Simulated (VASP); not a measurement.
Runs of VASP 6.6.1 on H6PtC2. The structure is that of space group Fm-3m (No. 225), or close to it. The cells are those of the table. 

| task | cell | k mesh | cutoff (eV) | gap on the mesh (eV) | pressure (GPa) | relaxed volume (Å³/atom) | largest force (eV/Å) |
| --- | --- | --- | --- | --- | --- | --- | --- |
| single point | a = 4.153 Å, angles 60.0°, 9 atoms | 12 × 12 × 12 | 520 | none | -0.2 | - | - |
| single point | a = 4.999 Å, angles 60.0°, 9 atoms | 4 × 4 × 4 | 520 | none | -14.9 | - | 0.80 |
| single point | a = 4.137 Å, angles 60.0°, 9 atoms | 6 × 6 × 6 | 520 | none | -0.2 | - | - |
| relaxation of cell and atoms | relaxed from a = 4.999 Å, angles 60.0°, 9 atoms | 4 × 4 × 4 | 600 | none | -0.1 | 5.53 | - |
| single point | a = 4.132 Å, angles 60.0°, 9 atoms | 4 × 4 × 4 | 520 | none | (b) | - | - |
| relaxation of cell and atoms | relaxed from a = 4.137 Å, angles 60.0°, 9 atoms | 12 × 12 × 12 | 600 | none | 0.0 | 5.61 | - |
| relaxation of cell and atoms | relaxed from a = 4.132 Å, angles 60.0°, 9 atoms | 6 × 6 × 6 | 600 | none | 0.1 | (a) | 0.04 |

Alike in all rows: level PBE; potentials or basis VASP PAW PBE potentials, release 64 (H, Pt, C); no spin polarisation; smearing gaussian 0.1 eV.

Question: Fill in the values left out.

Answer: (a) 5.52; (b) -0.5.

Caveats: some runs use coarse meshes; spin-orbit coupling is left out, which moves the levels of the heavy elements; the volume moved by over 15 % at a fixed basis, so the end points are rough (some runs).

A k mesh can miss the band edges, and the runs leave out spin-orbit coupling on Pt.

A gap of «none» marks levels without a gap at the run's occupations.
